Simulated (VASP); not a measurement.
# TiSi2 (Fddd) in VASP: notebook

TiSi2 is run at these levels: r2SCAN; tasks: single point.

All numbers are computed with VASP 6.6.1; they aren't measurements. Logs are shortened: lines on timing, memory, paths and dates and some standing lists are left out, and cuts for length are marked.

### 1 The cell of the first run

The structure is orthorhombic, space group Fddd (No. 70). Conventional cell: a = 4.830 Å, b = 8.331 Å, c = 8.578 Å, α = 90.00°, β = 90.00°, γ = 90.00°. Within 3.4 Å of Ti (site symmetry 222) lie 10 Si at 2.57 to 2.81 Å and 4 Ti at 3.22 Å. Within 3.4 Å of Si (site symmetry 2) lie 9 Si at 2.54 to 3.22 Å and 5 Ti at 2.57 to 2.81 Å.

### 2 Single point, r2SCAN (14.38 Å³/atom)

The input, POSCAR:

```
TiSi2
1.0
    0.0000000000      4.1656906275      4.2889904230
    2.4151622527      0.0000000000      4.2889904230
    2.4151622527      4.1656906275      0.0000000000
Ti Si
2 4
Direct
    0.7500000000      0.7500000000      0.7500000000
    0.5000000000      0.5000000000      0.5000000000
    0.0875564208      0.4124435792      0.0875564208
    0.4124435792      0.0875564208      0.4124435792
    0.1624435792      0.8375564208      0.1624435792
    0.8375564208      0.1624435792      0.8375564208
```

The input, INCAR.step1:

```
PREC = Accurate
ENCUT = 520
ISMEAR = 0
SIGMA = 0.1
LREAL = False
LASPH = True
NELM = 100
NBANDS = 29
GGA = PE
ALGO = Normal
EDIFF = 1E-4
LWAVE = True
LCHARG = False
```

The input, INCAR.step2:

```
PREC = Accurate
ENCUT = 520
EDIFF = 1E-6
ISMEAR = 0
SIGMA = 0.1
LREAL = False
LASPH = True
NELM = 100
ALGO = Normal
ISIF = 2
LWAVE = False
LCHARG = True
METAGGA = R2SCAN
LMIXTAU = True
LELF = True
LVHAR = True
NBANDS = 29
ISTART = 1
```

The input, KPOINTS:

```
Automatic mesh
0
Gamma
  10 10 10
```

Potentials or basis: VASP PAW PBE potentials, release 64 (Ti_sv, Si).

Run with:

```sh
cat potpaw_PBE.64/Ti_sv/POTCAR potpaw_PBE.64/Si/POTCAR > POTCAR
cp INCAR.step1 INCAR
mpirun -np 1 vasp_std > vasp.out
cp INCAR.step2 INCAR
mpirun -np 1 vasp_std > vasp.out
```

OUTCAR:

```text
PREC = Accurate
   ENCUT = 520
   EDIFF = 1E-6
   ISMEAR = 0
   LREAL = False
   LASPH = True
   NELM = 100
   ISIF = 2
   METAGGA = R2SCAN
   ISTART = 1

 ion  position               nearest neighbor table
   1  0.750  0.750  0.750-   6 2.57   5 2.57   6 2.57   5 2.57   4 2.77   4 2.77   3 2.77   3 2.77
                             3 2.81   4 2.81
   2  0.500  0.500  0.500-   3 2.57   4 2.57   3 2.57   4 2.57   5 2.77   5 2.77   6 2.77   6 2.77
                             5 2.81   6 2.81
   3  0.088  0.412  0.088-   5 2.54   5 2.54   2 2.57   2 2.57   4 2.71   1 2.77   1 2.77   1 2.81
                             4 2.82   4 2.82
   4  0.412  0.088  0.412-   6 2.54   6 2.54   2 2.57   2 2.57   3 2.71   1 2.77   1 2.77   1 2.81
                             3 2.82   3 2.82
   5  0.162  0.838  0.162-   3 2.54   3 2.54   1 2.57   1 2.57   6 2.71   2 2.77   2 2.77   2 2.81
                             6 2.82   6 2.82
   6  0.838  0.162  0.838-   4 2.54   4 2.54   1 2.57   1 2.57   5 2.71   2 2.77   2 2.77   2 2.81
                             5 2.82   5 2.82

  LATTYP: Found a face centered orthorhombic cell.
 ALAT       =     4.8303245054
 B/A-ratio  =     1.7248077734
 C/A-ratio  =     1.7758601594

  Lattice vectors:

 A1 = (   0.0000000000,   4.1656906275,   4.2889904230)
 A2 = (   2.4151622527,   0.0000000000,   4.2889904230)
 A3 = (   2.4151622527,   4.1656906275,   0.0000000000)

Analysis of symmetry for initial positions (statically):
=====================================================================
 Subroutine PRICEL returns:
 Original cell was already a primitive cell.

 Routine SETGRP: Setting up the symmetry group for a
 face centered orthorhombic supercell.

 Subroutine GETGRP returns: Found  8 space group operations
 (whereof  4 operations were pure point group operations)
 out of a pool of  8 trial point group operations.

The static configuration has the point symmetry D_2 .
 The point group associated with its full space group is D_2h.

Analysis of symmetry for dynamics (positions and initial velocities):
=====================================================================
 Subroutine PRICEL returns:
 Original cell was already a primitive cell.

 Routine SETGRP: Setting up the symmetry group for a
 face centered orthorhombic supercell.

 Subroutine GETGRP returns: Found  8 space group operations
 (whereof  4 operations were pure point group operations)
 out of a pool of  8 trial point group operations.

The dynamic configuration has the point symmetry D_2 .
 The point group associated with its full space group is D_2h.

 Subroutine INISYM returns: Found  8 space group operations
 (whereof  4 operations are pure point group operations),
 and found     1 'primitive' translations

----------------------------------------------------------------------------------------

                                     Primitive cell

  volume of cell :      86.3015

  direct lattice vectors                    reciprocal lattice vectors
     0.000000000  4.165690628  4.288990423    -0.207025428  0.120028117  0.116577551
     2.415162253  0.000000000  4.288990423     0.207025428 -0.120028117  0.116577551
     2.415162253  4.165690628  0.000000000     0.207025428  0.120028117 -0.116577551

  length of vectors
     5.978998014  4.922240095  4.815182978     0.266189035  0.266189035  0.266189035

  position of ions in fractional coordinates (direct lattice)
     0.750000000  0.750000000  0.750000000
     0.500000000  0.500000000  0.500000000
     0.087556421  0.412443579  0.087556421
     0.412443579  0.087556421  0.412443579
     0.162443579  0.837556421  0.162443579
     0.837556421  0.162443579  0.837556421

  ion indices of the primitive-cell ions
   primitive index   ion index
                 1           1
                 2           2
                 3           3
                 4           4
                 5           5
                 6           6

----------------------------------------------------------------------------------------

 KPOINTS: Automatic mesh

Automatic generation of k-mesh.
 Grid dimensions read from file:
 generate k-points for:   10   10   10

 Generating k-lattice:

  Cartesian coordinates                     Fractional coordinates (reciprocal lattice)
    -0.020702543  0.012002812  0.011657755     0.100000000 -0.000000000 -0.000000000
     0.020702543 -0.012002812  0.011657755    -0.000000000  0.100000000  0.000000000
     0.020702543  0.012002812 -0.011657755     0.000000000  0.000000000  0.100000000

  Length of vectors
     0.026618903  0.026618903  0.026618903

  Shift w.r.t. Gamma in fractional coordinates (k-lattice)
     0.000000000  0.000000000  0.000000000

 Subroutine IBZKPT returns following result:
 ===========================================

 Found    171 irreducible k-points:

 Following reciprocal coordinates:
            Coordinates               Weight
  0.000000  0.000000  0.000000      1.000000
  0.100000  0.000000 -0.000000      8.000000
  0.200000  0.000000 -0.000000      8.000000
  0.300000 -0.000000 -0.000000      8.000000
  0.400000  0.000000 -0.000000      8.000000
  0.500000  0.000000 -0.000000      4.000000
[... 16 lines left out ...]
  0.300000  0.300000  0.000000      2.000000
  0.400000  0.300000  0.000000      8.000000
 [... further k-points ...]
   k-points           NKPTS =    171   k-points in BZ     NKDIM =    171   number of bands    NBANDS=     29
   number of dos      NEDOS =    301   number of ions     NIONS =      6
   total plane-waves  NPLWV =  69120
   dimension x,y,z NGX =    48 NGY =   40 NGZ =   36
   dimension x,y,z NGXF=    96 NGYF=   80 NGZF=   72
   ions per type =               2   4
   NGX,Y,Z   is equivalent  to a cutoff of  13.35, 13.51, 12.43 a.u.
   NGXF,Y,Z  is equivalent  to a cutoff of  26.69, 27.02, 24.86 a.u.
 SYSTEM =  unknown system
   PREC   = accura    normal or accurate (medium, high low for compatibility)
   ISTART =      1    job   : 0-new  1-cont  2-samecut
   ICHARG =      0    charge: 1-file 2-atom 10-const
   ISPIN  =      1    spin polarized calculation?
   LNONCOLLINEAR =      F non collinear calculations
   LSORBIT =      F    spin-orbit coupling
   LASPH  =      T    aspherical Exc in radial PAW
   ENCUT  =  520.0 eV  38.22 Ry    6.18 a.u.  11.12  9.15  8.95*2*pi/ulx,y,z
   NELM   =    100;   NELMIN=  2; NELMDL=  0     # of ELM steps
   EDIFF  = 0.1E-05   stopping-criterion for ELM
   LREAL  =      F    real-space projection
   EDIFFG = 0.1E-04   stopping-criterion for IOM
   NSW    =      0    number of steps for IOM
   IBRION =     -1    ionic relax: 0-MD 1-quasi-New 2-CG
   NFREE  =      0    steps in history (QN), initial steepest desc. (CG)
   ISIF   =      2    stress and relaxation
   ISYM   =      2    0-nonsym 1-usesym 2-fastsym
   POTIM  = 0.5000    time-step for ionic-motion
   TEBEG  =    0.0;   TEEND  =   0.0 temperature during run
   PSTRESS=    0.0 pullay stress
   NELECT =      40.0000    total number of electrons
   NUPDOWN=      -1.0000    fix difference up-down
   EMIN   =  10.00;   EMAX   =-10.00  energy-range for DOS
   EFERMI =   0.00;   METHOD = LEGACY
   ISMEAR =     0;   SIGMA  =   0.10  broadening in eV -4-tet -1-fermi 0-gaus
   EFERMI_NEDOS =   21; number of points for ismear=-14 and -15
   IALGO  =     38    algorithm
   IMIX   =      4    mixing-type and parameters
     AMIX     =   0.40;   BMIX     =  1.00
     AMIX_MAG =   1.60;   BMIX_MAG =  1.00
  volume/ion in A,a.u.               =      14.38        97.07
  Fermi-wavevector in a.u.,A,eV,Ry     =   1.266938  2.394166 21.839145  1.605132
  Thomas-Fermi vector in A             =   2.400112
   LORBIT       =      0    0 simple, 1 ext, 2 COOP (PROOUT), +10 PAW based schemes
   METAGGA = R2SCAN    functional components
   LHFCALC =     F    Hartree Fock is set to
   AEXX    =    0.0000 exact exchange contribution
   IVDW    =     0    specifies the selected vdW correction
   LEPSILON=     F    determine dielectric tensor
   LRPA    =     F    only Hartree local field effects (RPA)
 non-spin polarized calculation
 Gauss-broadening in eV      SIGMA  =   0.10
  energy-cutoff  :      520.00
  volume of cell :       86.30
 maximum number of plane-waves:      2344
 NGX is ok and might be reduce to    48
   NGX = 23   NGY = 19   NGZ = 17

 number of electron      39.9999997 magnetization

 Free energy of the ion-electron system (eV)
  ---------------------------------------------------
  ext. energy  EPLUGINS =         0.00000000
  ---------------------------------------------------
  free energy    TOTEN  =       -64.09445771 eV

  energy without entropy =      -64.08414386  energy(sigma->0) =      -64.08930079

 E-fermi :   9.8832     XC(G=0): -12.4299

 val. band max:        9.8831455383   @ k =  -0.2000   0.3000   0.2000
 cond. band min:       9.8855627651   @ k =  -0.4000   0.3000   0.3000
 fundamental gap:      0.0024172268
 Fermi energy:         9.8831966303

 k-point     1 :       0.0000    0.0000    0.0000
  band No.  band energies     occupation
      1     -48.8516      2.00000
      2     -48.8248      2.00000
      3     -24.1734      2.00000
      4     -24.1684      2.00000
      5     -24.0917      2.00000
      6     -24.0778      2.00000
[... 21 lines left out ...]
     28      13.7130      0.00000
     29      13.7559      0.00000

 k-point     2 :       0.1000    0.0000   -0.0000
  band No.  band energies     occupation
      1     -48.8511      2.00000
      2     -48.8254      2.00000
      3     -24.1733      2.00000
      4     -24.1677      2.00000
      5     -24.0942      2.00000
      6     -24.0778      2.00000
[... 21 lines left out ...]
     28      13.7164      0.00000
     29      13.8559      0.00000

 k-point     3 :       0.2000    0.0000   -0.0000
  band No.  band energies     occupation
      1     -48.8497      2.00000
      2     -48.8267      2.00000
      3     -24.1751      2.00000
      4     -24.1639      2.00000
      5     -24.1013      2.00000
      6     -24.0774      2.00000
[... 638 lines left out ...]
      5     -24.1196      2.00000
      6     -24.0816      2.00000
[... 21 lines left out ...]
     28      13.9993      0.00000
     29      14.0891      0.00000

 k-point    24 :       0.4000    0.3000    0.0000
  band No.  band energies     occupation
      1     -48.8441      2.00000
      2     -48.8322      2.00000
      3     -24.1608      2.00000
      4     -24.1407      2.00000
      5     -24.1282      2.00000
      6     -24.0886      2.00000
[... 21 lines left out ...]
     28      13.9967      0.00000
     29      14.1541      0.00000

 [... further k-points ...]

------------------------ aborting loop because EDIFF is reached ----------------------------------------

  FORCE on cell =-STRESS in cart. coord.  units (eV):
  Direction    XX          YY          ZZ          XY          YZ          ZX
  --------------------------------------------------------------------------------------
  -------------------------------------------------------------------------------------
  Total       -2.0264748     -2.0061039     -2.0459021      0.0000000      0.0000000      0.0000000
  in kB      -37.6212646    -37.2430820    -37.9819308      0.0000000      0.0000000      0.0000000
  external PRESSURE =     -37.6154258 kB  Pullay stress =       0.0000000 kB

 VOLUME and BASIS-vectors are now :
 -----------------------------------------------------------------------------
  energy-cutoff  :      520.00
  volume of cell :       86.30
      direct lattice vectors                 reciprocal lattice vectors
     0.000000000  4.165690628  4.288990423    -0.207025428  0.120028117  0.116577551
     2.415162253  0.000000000  4.288990423     0.207025428 -0.120028117  0.116577551
     2.415162253  4.165690628  0.000000000     0.207025428  0.120028117 -0.116577551

 POSITION                                       TOTAL-FORCE (eV/Angst)
 -----------------------------------------------------------------------------------
      3.62274      6.24854      6.43349         0.000000      0.000000      0.000000
      2.41516      4.16569      4.28899         0.000000     -0.000000     -0.000000
      1.20758      0.72947      2.14450         0.000000      0.009222      0.000000
      1.20758      3.43622      2.14450         0.000000     -0.009222      0.000000
      2.41516      1.35338      4.28899         0.000000     -0.009222      0.000000
      2.41516      6.97800      4.28899         0.000000      0.009222      0.000000
 -----------------------------------------------------------------------------------
    total drift:                               -0.000000     -0.000000     -0.000000

  FREE ENERGIE OF THE ION-ELECTRON SYSTEM (eV)
  ---------------------------------------------------
  free  energy   TOTEN  =       -64.0944577108 eV

  energy  without entropy=      -64.0841438607  energy(sigma->0) =      -64.08930079
```

Run time: 15 min. Hardware: 1 thread of Intel Xeon 6975P-C (Granite Rapids), shared host; peak memory 0.51 GiB.

What came out:

```
Free energy            : -64.0945 eV
Pressure               : -3.8 GPa
Largest force          : 0.009 eV/Å
Band gap on the k mesh : zero (bands 20 and 21 overlap by 1.95 eV)
```

Forces in eV/Å, atoms in the order of the input:
```
Ti   0.000  0.000  0.000
Ti   0.000  0.000  0.000
Si   0.000  0.009  0.000
Si   0.000 -0.009  0.000
Si   0.000 -0.009  0.000
Si   0.000  0.009  0.000
```

Caveat: the cell stands under tension; the PAW data sets were made with another functional, which shifts forces and pressure a little.

### 3 Single point, r2SCAN

This run uses another cell than the first one, of 13.96 Å³/atom.

The input, POSCAR:

```
TiSi2
1.0
    4.7806857144      0.0000000000      0.0000000000
   -2.3903428572      4.2581108938      0.0000000000
    2.3903428572      0.0000000000      4.1159871612
Ti Si
2 4
Direct
    0.2500000000      0.5000000000      0.5000000000
    0.5000000000      0.0000000000      0.0000000000
    0.9126699721      0.5000000000      0.1746600558
    0.5873300279      0.5000000000      0.8253399442
    0.8373300279      0.0000000000      0.3253399442
    0.1626699721      0.0000000000      0.6746600558
```

The input, INCAR.step1:

```
ALGO     = Normal         # electronic algorithm
EDIFF    = 1E-4           # SCF threshold, eV
ENCUT    = 520            # plane-wave cutoff, eV
GGA      = PE             # functional
ISMEAR   = 0              # smearing method
ISYM     = 0            
LASPH    = True           # aspherical terms in the spheres
LCHARG   = False          # write CHGCAR
LREAL    = False          # projectors in reciprocal space
LWAVE    = True           # write WAVECAR
NBANDS   = 29             # bands
NELM     = 100            # most SCF steps
PREC     = Accurate       # precision mode
SIGMA    = 0.1            # smearing width, eV
```

The input, INCAR.step2:

```
ALGO     = Normal         # electronic algorithm
EDIFF    = 1E-7           # SCF threshold, eV
ENCUT    = 520            # plane-wave cutoff, eV
ISIF     = 2              # what is computed and relaxed
ISMEAR   = 0              # smearing method
ISTART   = 1            
ISYM     = 0            
LASPH    = True           # aspherical terms in the spheres
LCHARG   = True           # write CHGCAR
LELF     = True           # ELF
LMIXTAU  = True         
LREAL    = False          # projectors in reciprocal space
LVHAR    = True         
LWAVE    = False          # write WAVECAR
METAGGA  = R2SCAN         # meta-GGA
NBANDS   = 29             # bands
NELM     = 100            # most SCF steps
PREC     = Accurate       # precision mode
SIGMA    = 0.1            # smearing width, eV
```

The input, KPOINTS:

```
k-points
0
Gamma
  8 8 9
```

Potentials or basis: VASP PAW PBE potentials, release 64 (Ti_sv, Si).

Run with:

```sh
cat potpaw_PBE.64/Ti_sv/POTCAR potpaw_PBE.64/Si/POTCAR > POTCAR
cp INCAR.step1 INCAR
mpirun -np 1 vasp_std > vasp.out
cp INCAR.step2 INCAR
mpirun -np 1 vasp_std > vasp.out
```

Wall time 62 min (1 thread of Oxide Virtual Turin-like, shared host); peak memory 0.6 GiB.

The run converged. Its results:

```
Free energy            : -64.1315 eV
Pressure               : 0.3 GPa
Largest force          : 0.008 eV/Å
Band gap on the k mesh : zero (bands 20 and 21 overlap by 2.01 eV)
```

Forces on the atoms (eV/Å):
```
Ti   0.000  0.001  0.000
Ti   0.000 -0.001  0.000
Si   0.003 -0.001 -0.007
Si  -0.003 -0.001  0.007
Si  -0.003  0.001  0.007
Si   0.003  0.001 -0.007
```

Stress tensor (GPa, compression positive):
```
 0.23  0.00 -0.13
 0.00  0.23  0.00
-0.13  0.00  0.36
```

Levels at points of the mesh, in eV from the Fermi level:
```csv
k point,band 18,band 19,band 20,band 21,band 22,band 23
"(0.00, 0.00, 0.00)",-2.35,-2.04,-1.59,-1.00,2.25,3.35
"(0.50, 0.00, 0.00)",-1.14,-0.03,0.16,1.03,1.47,1.77
"(0.00, 0.50, 0.00)",-1.80,-1.09,-1.09,0.81,0.81,3.41
"(0.50, 0.50, 0.00)",-1.14,-0.03,0.16,1.03,1.47,1.77
```

Caveat: the PAW data sets were made with another functional, which shifts forces and pressure a little.

### 4 Single point, r2SCAN

This run uses another cell than the first one, of 13.96 Å³/atom.

The input, POSCAR:

```
TiSi2
1.0
    4.7806857146      0.0000000000      0.0000000000
    0.0000000000      5.9222342669      0.0000000000
    2.3903428573      2.8606349495      2.9594117674
Ti Si
2 4
Direct
    0.2500000000      0.5000000000      0.0000000000
    0.5000000000      0.0000000000      0.0000000000
    0.9126699720      0.5000000000      0.6746600560
    0.5873300280      0.5000000000      0.3253399440
    0.8373300280      0.0000000000      0.3253399440
    0.1626699720      0.0000000000      0.6746600560
```

The input, INCAR.step1:

```
PREC = Accurate
ENCUT = 520
ISMEAR = 0
SIGMA = 0.1
LREAL = False
LASPH = True
NELM = 80
ISYM = 0
NBANDS = 29
GGA = PE
ALGO = Normal
EDIFF = 1E-4
LWAVE = True
LCHARG = False
```

The input, INCAR.step2:

```
PREC = Accurate
ENCUT = 520
EDIFF = 1E-7
ISMEAR = 0
SIGMA = 0.1
LREAL = False
LASPH = True
NELM = 80
ALGO = Normal
ISIF = 2
LWAVE = False
LCHARG = False
METAGGA = R2SCAN
LMIXTAU = True
ISYM = 0
NBANDS = 29
ISTART = 1
```

The input, KPOINTS:

```
regular mesh
0
Gamma
  7 6 12
```

Run with:

```sh
cat potpaw_PBE.64/Ti_sv/POTCAR potpaw_PBE.64/Si/POTCAR > POTCAR
cp INCAR.step1 INCAR
mpirun -np 1 vasp_std > vasp.out
cp INCAR.step2 INCAR
mpirun -np 1 vasp_std > vasp.out
```

It took 76 min on 1 thread of Oxide Virtual Turin-like, shared host; peak memory 0.57 GiB.

It converged, with:

- Free energy: -64.1180 eV
- Pressure: 0.3 GPa
- Largest force: 0.021 eV/Å
- Band gap on the k mesh: zero (bands 20 and 21 overlap by 1.95 eV)

Forces in eV/Å, atoms in the order of the input:
```
Ti  -0.003  0.000 -0.004
Ti   0.003  0.000  0.004
Si   0.003  0.008  0.015
Si   0.002 -0.007 -0.020
Si  -0.003 -0.008 -0.015
Si  -0.002  0.007  0.020
```

Stress tensor (GPa, compression positive):
```
 0.25 -0.06 -0.01
-0.06  0.44 -0.21
-0.01 -0.21  0.21
```

Levels at points of the mesh, in eV from the Fermi level:
```tsv
k point	band 18	band 19	band 20	band 21	band 22	band 23
(0.00, 0.00, 0.00)	-2.32	-2.01	-1.56	-0.98	2.27	3.37
(0.00, 0.50, 0.00)	-1.77	-1.06	-1.06	0.84	0.84	3.43
(0.00, 0.00, 0.50)	-1.17	-0.71	-0.71	0.93	0.93	2.47
(0.00, 0.50, 0.50)	-2.51	-0.92	-0.92	1.40	1.40	3.59
```

Caveat: the PAW data sets were made with another functional, which shifts forces and pressure a little.

### 5 Overview

```csv
cell,k mesh,gap on the mesh (eV),pressure (GPa),largest force (eV/Å)
"a = 5.979, b = 4.922, c = 4.815 Å, angles 75.8, 52.9, 51.3°, 6 atoms, atomic positions A",10 × 10 × 10,none,-3.8,0.01
"a = 4.781, b = 4.883, c = 4.760 Å, angles 104.2, 59.9, 119.3°, 6 atoms, atomic positions B",8 × 8 × 9,none,0.3,0.01
"a = 4.781, b = 5.922, c = 4.760 Å, angles 53.1, 59.9, 90.0°, 6 atoms, atomic positions C",7 × 6 × 12,none,0.3,0.02
```

Alike in all rows: task single point; level r2SCAN; potentials or basis VASP PAW PBE potentials, release 64 (Ti_sv, Si); no spin polarisation; cutoff (eV) 520; smearing gaussian 0.1 eV.

Caveats: the PAW data sets were made with another functional, which shifts forces and pressure a little; the cell stands under tension (at least some runs).

Absolute energies hang on the potentials; compare differences alone.
